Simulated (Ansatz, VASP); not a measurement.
# Sn in VASP and in Ansatz

```
Sn
1.0
     0.00000    3.23334    3.23334
     3.23334    0.00000    3.23334
     3.23334    3.23334    0.00000
Sn
2
Direct
  0.00000 0.00000 0.00000
  0.25000 0.25000 0.25000
```

Alike in both runs: task relaxation of cell and atoms; functional PBE; k mesh 7 × 7 × 7; occupations fermi-dirac, width 0.3 eV; no spin polarisation.

```csv
,VASP,Ansatz
version,VASP 6.6.1,Ansatz 0.2.0
potentials or method,"VASP PAW PBE potentials, release 64 (Sn_d), cutoff 600 eV","plane waves, PAW"
valence electrons in the cell,28,28
```

```tsv
	VASP	Ansatz	Ansatz less VASP
relaxed volume (Å³/atom)	37.22	37.24	+0.017
relaxed cell length with the largest relative difference (Å)	4.722	4.723	+0.0007
```
